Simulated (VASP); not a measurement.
Here is a VASP 6.6.1 calculation.

Contents of INCAR:

```
SYSTEM = Cr
  ALGO = Normal
  EDIFF = 1E-7
  ENCUT = 520
  GGA = PE
  ISIF = 2
  ISMEAR = -1
  LASPH = .True.
  LCHARG = .True.
  LELF = .True.
  LREAL = .False.
  LVHAR = .True.
  LWAVE = .False.
  NBANDS = 12
  NELM = 80
  PREC = Accurate
  SIGMA = 0.1
```

The input KPOINTS:

```
k-points
0
Gamma
  17 17 17
  0 0 0
```

Contents of POSCAR:

```
Cr
1.0
    0.0000000000      1.8820101779      1.8820101779
    1.8820101779      0.0000000000      1.8820101779
    1.8820101779      1.8820101779      0.0000000000
Cr
1
Direct
    0.0000000000      0.0000000000      0.0000000000
```

Potentials or basis: VASP PAW PBE potentials, release 64 (Cr_pv).

The run is started by

```bash
$ cat potpaw_PBE.64/Cr_pv/POTCAR > POTCAR
$ mpirun -np 1 vasp_std > vasp.out
```

Estimate the band gap on the k mesh.

zero (band 6 reaches 10.95 eV, above the bottom of band 7 at 8.49 eV).

What does it give for the pressure?

-21.4 GPa.

Caveat: the run has no spin polarisation, though such a crystal can be magnetic. Spin polarisation is off, so any magnetic state and its effect on volume and gap are missing.
